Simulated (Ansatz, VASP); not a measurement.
# One calculation of TaCd, two programs

```xyz
2
Lattice="1.4176 -0.8184 5.1547 0.0000 1.6369 5.1547 -1.4176 -0.8184 5.1547" Properties=species:S:1:pos:R:3 pbc="T T T"
Cd    0.0000    0.0000    0.0000
Ta    0.0000    0.0000    7.7320
```

Change from the starting cell: z stretched by +3 % at fixed volume.

Alike in both runs: task single point; functional LDA; k mesh 13 × 13 × 13; occupations fermi-dirac, width 0.03 eV; no spin polarisation.

```csv
,VASP,Ansatz
version,VASP 6.6.1,Ansatz 0.2.0
potentials or method,"VASP PAW LDA potentials, release 64 (Cd, Ta_pv), cutoff 520 eV","all-electron LAPW, scalar-relativistic"
```

```tsv
	VASP	Ansatz	Ansatz less VASP
pressure (GPa)	1.9	0.8	-1.08
traceless stress, the component that is largest in VASP (GPa)	-6.11	-6.07	+0.044
```

LDA's correlation is that of Perdew and Zunger in VASP and of Perdew and Wang (1992) in Ansatz. Ansatz ran all-electron here, and VASP with PAW potentials.

Spin-orbit coupling is off throughout.
